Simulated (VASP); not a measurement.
# GaP (F-43m) in VASP: single point with PBE

Aim: the single point of GaP with PBE.

Everything below comes from runs of VASP 6.6.1. Logs are shortened: lines on timing, memory, paths and dates and some standing lists are left out, and cuts for length are marked.

### 1 The cell of the first run

Symmetry: F-43m, No. 216, cubic system. Conventional cell: a = 5.451 Å, b = 5.451 Å, c = 5.451 Å, α = 90.00°, β = 90.00°, γ = 90.00°. Ga (site symmetry -43m) has 4 P at 2.36 Å within 3.1 Å. P (site symmetry -43m) has 4 Ga at 2.36 Å within 3.1 Å.

### 2 Single point, PBE

Contents of INCAR:

```
SYSTEM = GaP
ALGO = Normal
EDIFF = 1E-6
ENCUT = 520
GGA = PE
ISIF = 2
ISMEAR = 0
LASPH = .True.
LCHARG = .True.
LELF = .True.
LREAL = .False.
LVHAR = .True.
LWAVE = .False.
NBANDS = 16
NELM = 60
PREC = Accurate
SIGMA = 0.01
```

Contents of KPOINTS:

```
k-points
0
Gamma
  4 4 4
  0 0 0
```

Contents of POSCAR:

```
GaP
1.0
    0.0000000000      2.7252500000      2.7252500000
    2.7252500000      0.0000000000      2.7252500000
    2.7252500000      2.7252500000      0.0000000000
Ga P
1 1
Direct
    0.0000000000      0.0000000000      0.0000000000
    0.2500000000      0.2500000000      0.2500000000
```

Potentials or basis: VASP PAW PBE potentials, release 64 (Ga_d, P).

Launch:

```
$ cat potpaw_PBE.64/Ga_d/POTCAR potpaw_PBE.64/P/POTCAR > POTCAR
$ mpirun -np 1 vasp_std > vasp.out
```

OUTCAR:

```text
SYSTEM = GaP
   EDIFF = 1E-6
   ENCUT = 520
   GGA = PE
   ISIF = 2
   ISMEAR = 0
   LASPH = .True.
   LREAL = .False.
   NELM = 60
   PREC = Accurate

 ion  position               nearest neighbor table
   1  0.000  0.000  0.000-   2 2.36   2 2.36   2 2.36   2 2.36
   2  0.250  0.250  0.250-   1 2.36   1 2.36   1 2.36   1 2.36

  LATTYP: Found a face centered cubic cell.
 ALAT       =     5.4505000000

  Lattice vectors:

 A1 = (   0.0000000000,   2.7252500000,   2.7252500000)
 A2 = (   2.7252500000,   0.0000000000,   2.7252500000)
 A3 = (   2.7252500000,   2.7252500000,   0.0000000000)

Analysis of symmetry for initial positions (statically):
=====================================================================
 Subroutine PRICEL returns:
 Original cell was already a primitive cell.

 Routine SETGRP: Setting up the symmetry group for a
 face centered cubic supercell.

 Subroutine GETGRP returns: Found 24 space group operations
 (whereof 24 operations were pure point group operations)
 out of a pool of 48 trial point group operations.

The static configuration has the point symmetry T_d .

Analysis of symmetry for dynamics (positions and initial velocities):
=====================================================================
 Subroutine PRICEL returns:
 Original cell was already a primitive cell.

 Routine SETGRP: Setting up the symmetry group for a
 face centered cubic supercell.

 Subroutine GETGRP returns: Found 24 space group operations
 (whereof 24 operations were pure point group operations)
 out of a pool of 48 trial point group operations.

The dynamic configuration has the point symmetry T_d .

 Subroutine INISYM returns: Found 24 space group operations
 (whereof 24 operations are pure point group operations),
 and found     1 'primitive' translations

----------------------------------------------------------------------------------------

                                     Primitive cell

  volume of cell :      40.4808

  direct lattice vectors                    reciprocal lattice vectors
     0.000000000  2.725250000  2.725250000    -0.183469406  0.183469406  0.183469406
     2.725250000  0.000000000  2.725250000     0.183469406 -0.183469406  0.183469406
     2.725250000  2.725250000  0.000000000     0.183469406  0.183469406 -0.183469406

  length of vectors
     3.854085511  3.854085511  3.854085511     0.317778334  0.317778334  0.317778334

[... 62 lines left out ...]
   NELM   =     60;   NELMIN=  2; NELMDL= -5     # of ELM steps
   EDIFF  = 0.1E-05   stopping-criterion for ELM
   LREAL  =      F    real-space projection
   EDIFFG = 0.1E-04   stopping-criterion for IOM
   NSW    =      0    number of steps for IOM
   IBRION =     -1    ionic relax: 0-MD 1-quasi-New 2-CG
   NFREE  =      0    steps in history (QN), initial steepest desc. (CG)
   ISIF   =      2    stress and relaxation
   ISYM   =      2    0-nonsym 1-usesym 2-fastsym
   POTIM  = 0.5000    time-step for ionic-motion
   TEBEG  =    0.0;   TEEND  =   0.0 temperature during run
   PSTRESS=    0.0 pullay stress
   NELECT =      18.0000    total number of electrons
   NUPDOWN=      -1.0000    fix difference up-down
   EMIN   =  10.00;   EMAX   =-10.00  energy-range for DOS
   EFERMI =   0.00;   METHOD = LEGACY
   ISMEAR =     0;   SIGMA  =   0.01  broadening in eV -4-tet -1-fermi 0-gaus
   EFERMI_NEDOS =   21; number of points for ismear=-14 and -15
   IALGO  =     38    algorithm
   IMIX   =      4    mixing-type and parameters
     AMIX     =   0.40;   BMIX     =  1.00
     AMIX_MAG =   1.60;   BMIX_MAG =  1.00
  volume/ion in A,a.u.               =      20.24       136.59
  Fermi-wavevector in a.u.,A,eV,Ry     =   1.249538  2.361284 21.243377  1.561344
  Thomas-Fermi vector in A             =   2.383574
   LORBIT       =      0    0 simple, 1 ext, 2 COOP (PROOUT), +10 PAW based schemes
   GGA     = PE    functional components
   LHFCALC =     F    Hartree Fock is set to
   AEXX    =    0.0000 exact exchange contribution
   IVDW    =     0    specifies the selected vdW correction
   LEPSILON=     F    determine dielectric tensor
   LRPA    =     F    only Hartree local field effects (RPA)
 non-spin polarized calculation
 Gauss-broadening in eV      SIGMA  =   0.01
  energy-cutoff  :      520.00
  volume of cell :       40.48
 maximum number of plane-waves:      1106
 NGX is ok and might be reduce to    30
   NGX = 15   NGY = 15   NGZ = 15

 number of electron      17.9999989 magnetization

 Free energy of the ion-electron system (eV)
  ---------------------------------------------------
  ext. energy  EPLUGINS =         0.00000000
  ---------------------------------------------------
  free energy    TOTEN  =        -8.97607852 eV

  energy without entropy =       -8.97607852  energy(sigma->0) =       -8.97607852

 E-fermi :   4.7490     XC(G=0):  -9.8107

 val. band max:        4.6987609442   @ k =   0.0000   0.0000   0.0000
 cond. band min:       6.3273963622   @ k =   0.5000   0.5000   0.0000
 fundamental gap:      1.6286354180
 Fermi energy:         4.7489749181

 k-point     1 :       0.0000    0.0000    0.0000
  band No.  band energies     occupation
      1      -9.8992      2.00000
      2      -9.8992      2.00000
      3      -9.8992      2.00000
      4      -9.8009      2.00000
      5      -9.8009      2.00000
      6      -7.8014      2.00000
[... 129 lines left out ...]
      3      -9.8398      2.00000
      4      -9.8159      2.00000
      5      -9.7921      2.00000
      6      -4.7313      2.00000
[... 8 lines left out ...]
     15      16.5831      0.00000
     16      18.4180      0.00000

------------------------ aborting loop because EDIFF is reached ----------------------------------------

  FORCE on cell =-STRESS in cart. coord.  units (eV):
  Direction    XX          YY          ZZ          XY          YZ          ZX
  --------------------------------------------------------------------------------------
  -------------------------------------------------------------------------------------
  Total        0.7199896      0.7199896      0.7199896      0.0000000      0.0000000      0.0000000
  in kB       28.4962539     28.4962539     28.4962539      0.0000000      0.0000000      0.0000000
  external PRESSURE =      28.4962539 kB  Pullay stress =       0.0000000 kB

 VOLUME and BASIS-vectors are now :
 -----------------------------------------------------------------------------
  energy-cutoff  :      520.00
  volume of cell :       40.48
      direct lattice vectors                 reciprocal lattice vectors
     0.000000000  2.725250000  2.725250000    -0.183469406  0.183469406  0.183469406
     2.725250000  0.000000000  2.725250000     0.183469406 -0.183469406  0.183469406
     2.725250000  2.725250000  0.000000000     0.183469406  0.183469406 -0.183469406

 POSITION                                       TOTAL-FORCE (eV/Angst)
 -----------------------------------------------------------------------------------
      0.00000      0.00000      0.00000        -0.000000     -0.000000      0.000000
      1.36262      1.36262      1.36262         0.000000      0.000000     -0.000000
 -----------------------------------------------------------------------------------
    total drift:                                0.000002      0.000002      0.000002

  FREE ENERGIE OF THE ION-ELECTRON SYSTEM (eV)
  ---------------------------------------------------
  free  energy   TOTEN  =        -8.9760785154 eV

  energy  without entropy=       -8.9760785154  energy(sigma->0) =       -8.97607852
```

stdout:

```text
POSCAR found type information on POSCAR GaP
 POSCAR found :  2 types and       2 ions
 scaLAPACK will be used
 LDA part: xc-table for (Slater+PW92), standard interpolation
 POSCAR, INCAR and KPOINTS ok, starting setup
 FFT: planning ... GRIDC
 FFT: planning ... GRID_SOFT
 FFT: planning ... GRID
 WAVECAR not read
 entering main loop
```

It took 9.7 s on 1 thread of Intel Xeon 6975P-C, shared host; peak memory 0.16 GiB.

Results:

```
Free energy            : -8.9761 eV
Pressure               : 2.8 GPa
Band gap on the k mesh : 1.63 eV, indirect (least direct gap 1.82 eV)
```

Caveat: the k points lie up to 0.50 Å⁻¹ apart.
